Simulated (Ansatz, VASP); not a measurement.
# One calculation of Ir, two programs

The input INCAR:

```
SYSTEM = Ir
  PREC = Accurate
  ENCUT = 520
  EDIFF = 1E-7
  ISMEAR = 0
  SIGMA = 0.15
  LREAL = .False.
  LASPH = .True.
  NELM = 80
  ALGO = Fast
  ISIF = 2
  LWAVE = .False.
  LCHARG = .True.
  GGA = CA
  LELF = .True.
  LVHAR = .True.
  NBANDS = 10
```

KPOINTS

```
Automatic mesh
0
Gamma
  20 20 20
  0 0 0
```

File POSCAR:

```
Ir
1.0
   -0.2095945338      1.8006075858      1.8006075858
    1.6958103189     -0.1047972669      1.6958103189
    1.9054048527      1.9054048527     -0.3143918007
Ir
1
Direct
    0.0000000000      0.0000000000      0.0000000000
```

Input for Ansatz:

```yaml
crystal:
  lattice:
    - [-0.2095945338, 1.8006075858, 1.8006075858]
    - [1.6958103189, -0.1047972669, 1.6958103189]
    - [1.9054048527, 1.9054048527, -0.3143918007]
  atoms:
    - { symbol: Ir, position: [0.0, 0.0, 0.0] }
basis:
  ecutwfc: 420
kpoints:
  mp_grid: { grid: [20, 20, 20] }
hamiltonian:
  xc: lda
scf:
  occupations: { method: gaussian, width: 0.15 }
output:
  forces: true
  stress: true
  eigenvalues: true
```

Change from the starting cell: engineering shear strain xz -0.2200, engineering shear strain yz -0.1100.

Alike in both runs: task single point; functional LDA; k mesh 20 × 20 × 20; occupations gaussian, width 0.15 eV; no spin polarisation.

|  | VASP | Ansatz |
| --- | --- | --- |
| version | VASP 6.6.1 | Ansatz 0.2.0 |
| potentials or method | VASP PAW LDA potentials, release 64 (Ir), cutoff 520 eV | scalar-relativistic, plane waves, PAW |
| valence electrons in the cell | 9 | 17 |

```tsv
	VASP	Ansatz	Ansatz less VASP
gap on the k mesh at the Fermi level (eV)	none	none	-
pressure (GPa)	35.7	32.8	-2.90
traceless stress, the component that is largest in VASP (GPa)	60.18	59.56	-0.617
```

LDA's correlation is that of Perdew and Zunger in VASP and of Perdew and Wang (1992) in Ansatz. A gap of «none» marks a metal or a gap that the smearing closes. Both programs put the cell under a high pressure, so it lies far from rest at this level. VASP's potentials hold 9 valence electrons a cell and Ansatz's 17, so a difference there can come from the potentials and not from the codes.

Spin-orbit coupling is off throughout.
